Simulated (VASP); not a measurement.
# Mg (I4/mmm) in VASP: a series of runs

Runs on Mg. Level: PBE. Tasks: single point.

Everything below comes from runs of VASP 6.6.1. Logs are shortened: lines on timing, memory, paths and dates and some standing lists are left out, and cuts for length are marked.

### 1 The cell of the first run

Symmetry: I4/mmm, No. 139, tetragonal system. Conventional cell: a = 3.671 Å, b = 3.671 Å, c = 3.410 Å, α = 90.00°, β = 90.00°, γ = 90.00°. Within 4.1 Å of Mg (site symmetry 4/mmm) lie 14 Mg at 3.11 to 3.67 Å.

### 2 Single point, PBE

The input, INCAR:

```
ALGO = Normal
EDIFF = 1E-6
ENCUT = 520
GGA = PE
ISIF = 2
ISMEAR = 0
LASPH = True
LCHARG = True
LELF = True
LREAL = False
LVHAR = True
LWAVE = False
NBANDS = 7
NELM = 100
PREC = Accurate
SIGMA = 0.15
```

The input, KPOINTS:

```
k-points
0
Gamma
  14 14 14
```

The input, POSCAR:

```
Mg
1.0
   -1.8355793348      1.8355793348      1.7049142795
    1.8355793348     -1.8355793348      1.7049142795
    1.8355793348      1.8355793348     -1.7049142795
Mg
1
Direct
    0.0000000000      0.0000000000      0.0000000000
```

Potentials or basis: VASP PAW PBE potentials, release 64 (Mg).

Command:

```sh
$ cat potpaw_PBE.64/Mg/POTCAR > POTCAR
$ mpirun -np 1 vasp_std > vasp.out
```

OUTCAR:

```text
EDIFF = 1E-6
   ENCUT = 520
   GGA = PE
   ISIF = 2
   ISMEAR = 0
   LASPH = True
   LREAL = False
   NELM = 100
   PREC = Accurate

 ion  position               nearest neighbor table
   1  0.000  0.000  0.000-

  LATTYP: Found a body centered tetragonal cell.
 ALAT       =     3.6711586696
 C/A-ratio  =     0.9288153594

  Lattice vectors:

 A1 = (  -1.8355793348,   1.8355793348,   1.7049142795)
 A2 = (   1.8355793348,  -1.8355793348,   1.7049142795)
 A3 = (   1.8355793348,   1.8355793348,  -1.7049142795)

Analysis of symmetry for initial positions (statically):
=====================================================================
 Subroutine PRICEL returns:
 Original cell was already a primitive cell.

 Routine SETGRP: Setting up the symmetry group for a
 body centered tetragonal supercell.

 Subroutine GETGRP returns: Found 16 space group operations
 (whereof 16 operations were pure point group operations)
 out of a pool of 16 trial point group operations.

The static configuration has the point symmetry D_4h.

Analysis of symmetry for dynamics (positions and initial velocities):
=====================================================================
 Subroutine PRICEL returns:
 Original cell was already a primitive cell.

 Routine SETGRP: Setting up the symmetry group for a
 body centered tetragonal supercell.

 Subroutine GETGRP returns: Found 16 space group operations
 (whereof 16 operations were pure point group operations)
 out of a pool of 16 trial point group operations.

The dynamic configuration has the point symmetry D_4h.

 Subroutine INISYM returns: Found 16 space group operations
 (whereof 16 operations are pure point group operations),
 and found     1 'primitive' translations

----------------------------------------------------------------------------------------

                                     Primitive cell

  volume of cell :      22.9778

  direct lattice vectors                    reciprocal lattice vectors
    -1.835579335  1.835579335  1.704914280     0.000000000  0.272393566  0.293269876
     1.835579335 -1.835579335  1.704914280     0.272393566  0.000000000  0.293269876
     1.835579335  1.835579335 -1.704914280     0.272393566  0.272393566  0.000000000

  length of vectors
     3.105710175  3.105710175  3.105710175     0.400256761  0.400256761  0.385222675

  position of ions in fractional coordinates (direct lattice)
     0.000000000  0.000000000  0.000000000

  ion indices of the primitive-cell ions
   primitive index   ion index
                 1           1

----------------------------------------------------------------------------------------

 KPOINTS: k-points

Automatic generation of k-mesh.
 Grid dimensions read from file:
 generate k-points for:   14   14   14

 Generating k-lattice:

  Cartesian coordinates                     Fractional coordinates (reciprocal lattice)
     0.000000000  0.019456683  0.020947848     0.071428571 -0.000000000  0.000000000
     0.019456683  0.000000000  0.020947848    -0.000000000  0.071428571  0.000000000
     0.019456683  0.019456683  0.000000000     0.000000000  0.000000000  0.071428571

  Length of vectors
     0.028589769  0.028589769  0.027515905

  Shift w.r.t. Gamma in fractional coordinates (k-lattice)
     0.000000000  0.000000000  0.000000000

 Subroutine IBZKPT returns following result:
 ===========================================

 Found    244 irreducible k-points:

 Following reciprocal coordinates:
            Coordinates               Weight
  0.000000  0.000000  0.000000      1.000000
  0.071429 -0.000000  0.000000      8.000000
  0.142857 -0.000000  0.000000      8.000000
  0.214286 -0.000000  0.000000      8.000000
  0.285714 -0.000000  0.000000      8.000000
  0.357143 -0.000000  0.000000      8.000000
[... 16 lines left out ...]
  0.214286  0.142857  0.000000     16.000000
  0.285714  0.142857  0.000000     16.000000
 [... further k-points ...]
   k-points           NKPTS =    244   k-points in BZ     NKDIM =    244   number of bands    NBANDS=      7
   number of dos      NEDOS =    301   number of ions     NIONS =      1
   total plane-waves  NPLWV =  13824
   dimension x,y,z NGX =    24 NGY =   24 NGZ =   24
   dimension x,y,z NGXF=    48 NGYF=   48 NGZF=   48
   ions per type =               1
   NGX,Y,Z   is equivalent  to a cutoff of  12.85, 12.85, 12.85 a.u.
   NGXF,Y,Z  is equivalent  to a cutoff of  25.69, 25.69, 25.69 a.u.
 SYSTEM =  unknown system
   PREC   = accura    normal or accurate (medium, high low for compatibility)
   ISTART =      0    job   : 0-new  1-cont  2-samecut
   ICHARG =      2    charge: 1-file 2-atom 10-const
   ISPIN  =      1    spin polarized calculation?
   LNONCOLLINEAR =      F non collinear calculations
   LSORBIT =      F    spin-orbit coupling
   LASPH  =      T    aspherical Exc in radial PAW
   ENCUT  =  520.0 eV  38.22 Ry    6.18 a.u.   5.77  5.77  5.77*2*pi/ulx,y,z
   NELM   =    100;   NELMIN=  2; NELMDL= -5     # of ELM steps
   EDIFF  = 0.1E-05   stopping-criterion for ELM
   LREAL  =      F    real-space projection
   EDIFFG = 0.1E-04   stopping-criterion for IOM
   NSW    =      0    number of steps for IOM
   IBRION =     -1    ionic relax: 0-MD 1-quasi-New 2-CG
   NFREE  =      0    steps in history (QN), initial steepest desc. (CG)
   ISIF   =      2    stress and relaxation
   ISYM   =      2    0-nonsym 1-usesym 2-fastsym
   POTIM  = 0.5000    time-step for ionic-motion
   TEBEG  =    0.0;   TEEND  =   0.0 temperature during run
   PSTRESS=    0.0 pullay stress
   NELECT =       2.0000    total number of electrons
   NUPDOWN=      -1.0000    fix difference up-down
   EMIN   =  10.00;   EMAX   =-10.00  energy-range for DOS
   EFERMI =   0.00;   METHOD = LEGACY
   ISMEAR =     0;   SIGMA  =   0.15  broadening in eV -4-tet -1-fermi 0-gaus
   EFERMI_NEDOS =   21; number of points for ismear=-14 and -15
   IALGO  =     38    algorithm
   IMIX   =      4    mixing-type and parameters
     AMIX     =   0.40;   BMIX     =  1.00
     AMIX_MAG =   1.60;   BMIX_MAG =  1.00
  volume/ion in A,a.u.               =      22.98       155.06
  Fermi-wavevector in a.u.,A,eV,Ry     =   0.725519  1.371031  7.161797  0.526377
  Thomas-Fermi vector in A             =   1.816261
[... 38 lines left out ...]
      6      17.0495      0.00000
      7      17.0495      0.00000

 k-point     2 :       0.0714   -0.0000    0.0000
  band No.  band energies     occupation
      1      -4.1727      2.00000
      2      14.1590      0.00000
      3      14.7666      0.00000
      4      15.5286      0.00000
      5      15.8416      0.00000
      6      17.4428      0.00000
      7      17.7920      0.00000

 k-point     3 :       0.1429   -0.0000    0.0000
  band No.  band energies     occupation
      1      -3.8036      2.00000
      2      12.2675      0.00000
      3      13.2526      0.00000
      4      14.4137      0.00000
      5      14.8377      0.00000
      6      16.5088      0.00000
      7      18.3992      0.00000

 k-point     4 :       0.2143   -0.0000    0.0000
  band No.  band energies     occupation
      1      -3.1916      2.00000
      2       9.7876      0.00000
      3      12.4269      0.00000
      4      13.4107      0.00000
      5      13.9661      0.00000
      6      15.6783      0.00000
      7      18.9091      0.00000

 k-point     5 :       0.2857   -0.0000    0.0000
  band No.  band energies     occupation
      1      -2.3413      2.00000
      2       7.4601      0.00000
      3      11.7592      0.00000
      4      12.6151      0.00000
      5      13.2771      0.00000
      6      14.9596      0.00000
      7      19.4965      0.00000

 k-point     6 :       0.3571   -0.0000    0.0000
  band No.  band energies     occupation
      1      -1.2599      2.00000
      2       5.3177      0.00000
      3      11.2704      0.00000
      4      12.0475      0.00000
      5      12.7851      0.00000
      6      14.4040      0.00000
      7      20.2337      0.00000

 k-point     7 :       0.4286   -0.0000    0.0000
  band No.  band energies     occupation
      1       0.0384      2.00000
      2       3.3816      0.00000
      3      10.9719      0.00000
      4      11.7094      0.00000
      5      12.4914      0.00000
      6      14.0535      0.00000
      7      21.0866      0.00000

 k-point     8 :       0.5000    0.0000   -0.0000
  band No.  band energies     occupation
      1       1.2819      2.00000
      2       1.9254      2.00000
      3      10.8714      0.00000
      4      11.5974      0.00000
      5      12.3940      0.00000
      6      13.9337      0.00000
      7      21.6608      0.00000

 k-point     9 :       0.0714    0.0714    0.0000
  band No.  band energies     occupation
      1      -3.9174      2.00000
      2      13.3876      0.00000
      3      13.4000      0.00000
      4      13.8812      0.00000
      5      16.1419      0.00000
      6      16.6471      0.00000
      7      17.4058      0.00000

 k-point    10 :       0.1429    0.0714    0.0000
  band No.  band energies     occupation
      1      -3.4179      2.00000
      2      10.9716      0.00000
      3      12.2441      0.00000
      4      13.0197      0.00000
      5      15.4516      0.00000
      6      16.1935      0.00000
      7      17.7055      0.00000

 k-point    11 :       0.2143    0.0714    0.0000
  band No.  band energies     occupation
      1      -2.6780      2.00000
      2       8.5852      0.00000
      3      11.2814      0.00000
      4      12.3272      0.00000
      5      14.5809      0.00000
      6      15.7586      0.00000
      7      18.0124      0.00000
[... 51 lines left out ...]
 k-point    17 :      -0.3571    0.0714    0.0000
  band No.  band energies     occupation
      1      -1.7830      2.00000
      2       6.5123      0.00000
      3      10.0881      0.00000
      4      12.3316      0.00000
      5      13.4956      0.00000
      6      15.8970      0.00000
      7      20.1800      0.00000

 k-point    18 :      -0.2857    0.0714   -0.0000
  band No.  band energies     occupation
      1      -2.7405      2.00000
      2       8.7351      0.00000
      3      10.6687      0.00000
      4      13.0415      0.00000
      5      14.0610      0.00000
      6      16.5578      0.00000
      7      19.1370      0.00000

 k-point    19 :      -0.2143    0.0714    0.0000
  band No.  band energies     occupation
      1      -3.4629      2.00000
      2      10.9926      0.00000
      3      11.5876      0.00000
      4      13.9336      0.00000
      5      14.8072      0.00000
      6      17.2451      0.00000
      7      18.3364      0.00000

 k-point    20 :      -0.1429    0.0714   -0.0000
  band No.  band energies     occupation
      1      -3.9446      2.00000
      2      12.2919      0.00000
      3      13.7429      0.00000
      4      14.9662      0.00000
      5      15.6288      0.00000
      6      17.3216      0.00000
      7      18.0424      0.00000

 k-point    21 :      -0.0714    0.0714    0.0000
  band No.  band energies     occupation
      1      -4.1818      2.00000
      2      13.3907      0.00000
      3      15.7128      0.00000
      4      15.7231      0.00000
      5      16.1171      0.00000
      6      17.0549      0.00000
      7      17.5782      0.00000

 k-point    22 :       0.1429    0.1429    0.0000
  band No.  band energies     occupation
      1      -2.7905      2.00000
      2       9.6649      0.00000
      3      10.1394      0.00000
      4      12.2645      0.00000
      5      15.7036      0.00000
      6      16.0752      0.00000
      7      18.3108      0.00000

 k-point    23 :       0.2143    0.1429    0.0000
  band No.  band energies     occupation
      1      -1.9262      2.00000
      2       7.5644      0.00000
      3       9.0932      0.00000
      4      11.6724      0.00000
      5      15.1028      0.00000
      6      16.3570      0.00000
      7      18.2095      0.00000

 k-point    24 :       0.2857    0.1429    0.0000
  band No.  band energies     occupation
      1      -0.8327      2.00000
      2       5.4732      0.00000
      3       8.4224      0.00000
      4      11.2720      0.00000
      5      14.5132      0.00000
      6      16.6800      0.00000
      7      18.2925      0.00000

 [... further k-points ...]
[... 5 lines left out ...]
  --------------------------------------------------------------------------------------
  -------------------------------------------------------------------------------------
  Total       -0.0449181     -0.0449181      0.0227274      0.0000000      0.0000000      0.0000000
  in kB       -3.1320109     -3.1320109      1.5847173      0.0000000      0.0000000      0.0000000
  external PRESSURE =      -1.5597682 kB  Pullay stress =       0.0000000 kB

 VOLUME and BASIS-vectors are now :
 -----------------------------------------------------------------------------
  energy-cutoff  :      520.00
  volume of cell :       22.98
      direct lattice vectors                 reciprocal lattice vectors
    -1.835579335  1.835579335  1.704914280     0.000000000  0.272393566  0.293269876
     1.835579335 -1.835579335  1.704914280     0.272393566  0.000000000  0.293269876
     1.835579335  1.835579335 -1.704914280     0.272393566  0.272393566  0.000000000

 POSITION                                       TOTAL-FORCE (eV/Angst)
 -----------------------------------------------------------------------------------
      0.00000      0.00000      0.00000        -0.000000     -0.000000      0.000000
 -----------------------------------------------------------------------------------
    total drift:                                0.000000      0.000000      0.000000

  FREE ENERGIE OF THE ION-ELECTRON SYSTEM (eV)
  ---------------------------------------------------
  free  energy   TOTEN  =        -1.4796775041 eV

  energy  without entropy=       -1.4743489499  energy(sigma->0) =       -1.47701323
```

It used 18 s of CPU time on 1 thread of AMD EPYC 7R13 Processor (Zen 3), with other jobs on the host.

Results:

- Free energy: -1.4797 eV
- Pressure: -0.2 GPa
- Band gap on the k mesh: zero (band 1 reaches 5.94 eV, above the bottom of band 2 at 1.39 eV)

Stress tensor (GPa, compression positive):
```
-0.31  0.00  0.00
 0.00 -0.31  0.00
 0.00  0.00  0.16
```

### 3 Single point, PBE

This run uses another cell than the first one: it holds 2 atoms, not 1.

The input, INCAR:

```
PREC = Accurate
ENCUT = 520
EDIFF = 1E-7
ISMEAR = 0
SIGMA = 0.15
LREAL = False
LASPH = True
NELM = 60
ALGO = Normal
ISIF = 2
LWAVE = False
LCHARG = False
GGA = PE
NBANDS = 9
```

The input, KPOINTS:

```
Automatic mesh
0
Gamma
  12 12 8
```

The input, POSCAR:

```
Mg
1.0
   -1.8355793348      1.8355793348      1.7049142795
    1.8355793348     -1.8355793348      1.7049142795
    3.6711586697      3.6711586697      0.0000000000
Mg
2
Direct
    0.0000000000      0.0000000000      0.0000000000
    0.5000000000      0.5000000000      0.5000000000
```

Potentials or basis: VASP PAW PBE potentials, release 64 (Mg).

Command:

```sh
$ cat potpaw_PBE.64/Mg/POTCAR > POTCAR
$ mpirun -np 1 vasp_std > vasp.out
```

Wall time 62 s (1 thread of AMD EPYC 7R13 (Zen 3), shared host); peak memory 0.19 GiB.

Results (log left out):

```yaml
Free_energy: -2.9568 eV
Pressure: -0.2 GPa
Band_gap_on_the_k_mesh: zero (band 2 reaches 3.93 eV, above the bottom of band 3 at 1.39 eV)
```

Stress tensor (GPa, compression positive):
```
-0.08 -0.21  0.00
-0.21 -0.08  0.00
 0.00  0.00 -0.30
```

Levels at points of the mesh, in eV from the Fermi level:
| k point | band 1 | band 2 | band 3 | band 4 | band 5 | band 6 | band 7 |
| --- | --- | --- | --- | --- | --- | --- | --- |
| (0.00, 0.00, 0.00) | -6.97 | -1.72 | -1.29 | 9.52 | 10.18 | 11.16 | 11.85 |
| (0.50, 0.00, 0.00) | -2.44 | -2.44 | 2.54 | 2.54 | 3.26 | 3.26 | 8.19 |
| (0.50, 0.50, 0.00) | -1.72 | -1.29 | 3.27 | 3.27 | 3.63 | 4.13 | 5.03 |
| (0.00, 0.00, 0.50) | -5.58 | -5.58 | 5.00 | 5.00 | 10.82 | 10.82 | 11.20 |
| (0.50, 0.00, 0.50) | -1.39 | -1.39 | -0.75 | -0.75 | 8.20 | 8.20 | 8.92 |
| (0.50, 0.50, 0.50) | -0.43 | -0.43 | 0.06 | 0.06 | 6.22 | 6.22 | 7.26 |

### 4 Single point, PBE (strain along c alone, the other axes held: -3.0 %)

Changes to INCAR since step 3:

```diff
@@ -2,5 +2,5 @@
 ENCUT = 520
-EDIFF = 1E-7
+EDIFF = 1E-6
 ISMEAR = 0
-SIGMA = 0.15
+SIGMA = 0.1
 LREAL = False
```

The input, KPOINTS:

```
regular mesh
0
Gamma
  12 12 12
```

The input, POSCAR:

```
Mg
1.0
    3.6711586697      0.0000000000      0.0000000000
    0.0000000000      3.6711586697      0.0000000000
    0.0000000000      0.0000000000      3.3075337023
Mg
2
Direct
    0.0000000000      0.0000000000      0.0000000000
    0.5000000000      0.5000000000      0.5000000000
```

Command:

```sh
$ cat potpaw_PBE.64/Mg/POTCAR > POTCAR
$ mpirun -np 1 vasp_std > vasp.out
```

Wall time 33 s (1 thread of Intel Xeon Platinum 8259CL at 2.50GHz (Skylake/Cascade Lake), shared host); peak memory 0.21 GiB.

Results (log left out):

```
Free energy            : -2.9586 eV
Pressure               : 1.0 GPa
Band gap on the k mesh : zero (band 2 reaches 6.04 eV, above the bottom of band 3 at 1.41 eV)
```

Stress tensor (GPa, compression positive):
```
0.97 0.00 0.00
0.00 0.97 0.00
0.00 0.00 1.15
```

Levels at points of the mesh, in eV from the Fermi level:
```tsv
k point	band 1	band 2	band 3	band 4	band 5	band 6	band 7
(0.00, 0.00, 0.00)	-7.11	3.12	3.12	3.48	4.12	5.69	8.26
(0.50, 0.00, 0.00)	-4.35	-4.35	5.53	5.53	6.61	6.61	8.05
(0.50, 0.50, 0.00)	-1.86	-1.86	-1.43	-1.43	10.07	10.07	10.85
(0.00, 0.00, 0.50)	-3.72	-3.72	6.10	6.10	6.10	6.10	6.90
(0.50, 0.00, 0.50)	-1.38	-1.38	-0.65	-0.65	8.14	8.14	9.01
(0.50, 0.50, 0.50)	1.03	1.03	1.29	1.29	1.29	1.29	3.21
```

Caveat: the cell differs from its parent crystal (strain along c alone, the other axes held: -3.0 %).

### 5 Single point, PBE (strain along c alone, the other axes held: -2.0 %)

The input, INCAR:

```
SYSTEM = Mg
  PREC = Accurate
  ENCUT = 520
  EDIFF = 1E-6
  ISMEAR = 0
  SIGMA = 0.1
  LREAL = .FALSE.
  LASPH = .TRUE.
  NELM = 100
  ALGO = Normal
  ISIF = 2
  LWAVE = .FALSE.
  LCHARG = .TRUE.
  GGA = PE
  LELF = .TRUE.
  LVHAR = .TRUE.
  NBANDS = 9
```

The input, KPOINTS:

```
regular mesh
0
G
  12 12 12
  0 0 0
```

Changes to POSCAR since step 4:

```diff
@@ -4,3 +4,3 @@
     0.0000000000      3.6711586697      0.0000000000
-    0.0000000000      0.0000000000      3.3075337023
+    0.0000000000      0.0000000000      3.3416319879
 Mg
```

Command:

```sh
$ cat potpaw_PBE.64/Mg/POTCAR > POTCAR
$ mpirun -np 1 vasp_std > vasp.out
```

Wall time 36 s (1 thread of Intel Xeon Platinum 8259CL at 2.50GHz (Skylake/Cascade Lake), shared host); peak memory 0.21 GiB.

The run converged. Its results:

| Property | Result |
| --- | --- |
| Free energy | -2.9608 eV |
| Pressure | 0.6 GPa |
| Band gap on the k mesh | zero (band 2 reaches 6.03 eV, above the bottom of band 3 at 1.40 eV) |

Stress tensor (GPa, compression positive):
```
0.69 0.00 0.00
0.00 0.69 0.00
0.00 0.00 0.40
```

Levels at points of the mesh, in eV from the Fermi level:
| k point | band 1 | band 2 | band 3 | band 4 | band 5 |
| --- | --- | --- | --- | --- | --- |
| (0.00, 0.00, 0.00) | -7.07 | 3.16 | 3.16 | 3.52 | 4.11 |
| (0.50, 0.00, 0.00) | -4.31 | -4.31 | 5.57 | 5.57 | 6.63 |
| (0.50, 0.50, 0.00) | -1.82 | -1.82 | -1.39 | -1.39 | 9.87 |
| (0.00, 0.00, 0.50) | -3.75 | -3.75 | 6.09 | 6.09 | 6.09 |
| (0.50, 0.00, 0.50) | -1.40 | -1.40 | -0.70 | -0.70 | 8.15 |
| (0.50, 0.50, 0.50) | 1.03 | 1.03 | 1.27 | 1.27 | 1.27 |

Caveat: the cell differs from its parent crystal (strain along c alone, the other axes held: -2.0 %).

### 6 Overview

| cell | k mesh | smearing | gap on the mesh (eV) | pressure (GPa) |
| --- | --- | --- | --- | --- |
| a = 3.106 Å, angles 107.5, 107.5, 113.4°, 1 atom | 14 × 14 × 14 | gaussian 0.15 eV | none | -0.2 |
| a = 3.106, b = 3.106, c = 5.192 Å, angles 90.0, 90.0, 113.4°, 2 atoms | 12 × 12 × 8 | gaussian 0.15 eV | none | -0.2 |
| a = 3.671, b = 3.671, c = 3.308 Å, 2 atoms | 12 × 12 × 12 | gaussian 0.1 eV | none | 1.0 |
| a = 3.671, b = 3.671, c = 3.342 Å, 2 atoms | 12 × 12 × 12 | gaussian 0.1 eV | none | 0.6 |

Alike in all rows: task single point; level PBE; potentials or basis VASP PAW PBE potentials, release 64 (Mg); no spin polarisation; cutoff (eV) 520.

Total energies depend on the potentials used, so only differences within one code and one set of settings carry meaning.
